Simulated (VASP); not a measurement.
Wanted: the native input for a VASP 6.6.1 run.

* Task: relaxation of cell and atoms
* Functional: PBE
* Potentials or basis: VASP PAW PBE potentials, release 64 (Al, C)
* Cutoff: 600 eV
* k mesh: 6 × 6 × 6
* Occupations: fermi-dirac, width 0.05 eV
* Spin: no spin polarisation
* Target pressure: 5 GPa
* Dipole correction: no
* Further INCAR settings: ALGO = Normal; EDIFF = 1e-06; IBRION = 2; EDIFFG = -0.03; NSW = 80; ISIF = 3

The structure of AlC3 lies in POSCAR:

```
AlC3
1.0
    3.2100000000      0.0000000000      0.0000000000
    0.0000000000      3.2100000000      0.0000000000
    0.0000000000      0.0000000000      3.2100000000
Al C
1 3
Direct
    0.0000000000      0.0000000000      0.0000000000
    0.0000000000      0.5000000000      0.5000000000
    0.5000000000      0.0000000000      0.5000000000
    0.5000000000      0.5000000000      0.0000000000
```

The input as run:

INCAR

```
SYSTEM = AlC3
PREC = Accurate ; ENCUT = 600
EDIFF = 1E-6 ; ISMEAR = -1
SIGMA = 0.05 ; LREAL = .FALSE.
LASPH = .TRUE. ; NELM = 80
ALGO = Normal ; ISIF = 3
LWAVE = .FALSE. ; LCHARG = .FALSE.
GGA = PE ; IBRION = 2
NSW = 80 ; EDIFFG = -0.03
PSTRESS = 50.0
```

KPOINTS

```
Automatic mesh
0
G
  6 6 6
  0 0 0
```

Potentials or basis: VASP PAW PBE potentials, release 64 (Al, C).

Command:

```sh
$ cat potpaw_PBE.64/Al/POTCAR potpaw_PBE.64/C/POTCAR > POTCAR
$ mpirun -np 1 vasp_std > vasp.out
```

It gave:

```yaml
Relaxed_volume: 8.10 Å³/atom
Relaxed_cell: a = 3.188 Å, b = 3.188 Å, c = 3.188 Å, α = 90.00°, β = 90.00°, γ = 90.00°
Space_group_after_relaxing_to_0.05_Å: Pm-3m (No. 221)
Energy_change_on_relaxing_the_enthalpy_is_what_falls: +3.2 meV/atom
Ionic_steps: 3
Pressure_after_relaxing: 5.0 GPa
```

Caveat: the cell is relaxed towards a set pressure, so the enthalpy falls and the energy may rise.

Run time: 15 s on 1 thread of Intel(R) Xeon(R) Platinum 8375C CPU @ 2.90GHz (Ice Lake), with other jobs on the host, peak memory 0.15 GiB.
